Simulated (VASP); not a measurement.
SiC, 4 atoms in the cell. It takes space group P6_3mc (No. 186, hexagonal). Conventional cell: a = 3.092 Å, b = 3.092 Å, c = 5.074 Å, α = 90.00°, β = 90.00°, γ = 120.00°. Si (site symmetry 3m) has 4 C at 1.89 to 1.91 Å within 2.5 Å. C (site symmetry 3m) has 4 Si at 1.89 to 1.91 Å within 2.5 Å. 

| Property | Result |
| --- | --- |
| Program | VASP 6.6.1 |
| Task | vibrations by perturbation theory |
| Functional | PBE |
| Potentials or basis | VASP PAW PBE potentials, release 64 (Si, C) |
| Cutoff | 520 eV |
| k mesh | 12 × 12 × 6 |
| Occupations | gaussian, width 0.01 eV |
| Spin | no spin polarisation |
| Dipole correction | no |
| Further INCAR settings | ALGO = Normal; EDIFF = 1e-08; NBANDS = 16; IBRION = 8; NSW = 1 |

Potentials or basis: VASP PAW PBE potentials, release 64 (Si, C).

Run with:

```console
$ cat potpaw_PBE.64/Si/POTCAR potpaw_PBE.64/C/POTCAR > POTCAR
$ mpirun -np 1 vasp_std > vasp.out
```

Hardware: 1 thread of Intel(R) Xeon(R) 6975P-C (Granite Rapids), on a shared host.

Task: Estimate the wall time of this run.

Result: It took 14 min on 1 thread of Intel(R) Xeon(R) 6975P-C (Granite Rapids), with other jobs on the host, peak memory 0.67 GiB. Counts: scf iterations 151, k points 76.
